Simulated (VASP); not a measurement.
Here is a VASP 6.6.1 calculation.

File INCAR:

```
  PREC = Accurate
  ENCUT = 400
  EDIFF = 1E-8
  ISMEAR = -1
  SIGMA = 0.02
  LREAL = False
  LASPH = True
  NELM = 120
  ALGO = Normal
  ISIF = 2
  LWAVE = False
  LCHARG = False
  GGA = PE
  LEFG = True
  NBANDS = 15
  GGA_COMPAT = False
```

KPOINTS

```
regular mesh
0
Gamma
  6 6 6
```

POSCAR

```
KI
1.0
    0.0000000000      3.5008945893      3.5008945893
    3.5008945893      0.0000000000      3.5008945893
    3.5008945893      3.5008945893      0.0000000000
K I
1 1
Direct
    0.0000000000      0.0000000000      0.0000000000
    0.5000000000      0.5000000000      0.5000000000
```

Potentials or basis: VASP PAW PBE potentials, release 64 (K_sv, I).

The run is started by

```console
$ cat potpaw_PBE.64/K_sv/POTCAR potpaw_PBE.64/I/POTCAR > POTCAR
$ mpirun -np 1 vasp_std > vasp.out
```

**Question.** What does it give for the pressure?

**Answer.** 1.0 GPa.

**Question.** Estimate the band gap on the k mesh.

**Answer.** 4.03 eV.

Caveat: spin-orbit coupling is left out, which moves the levels of the heavy elements.
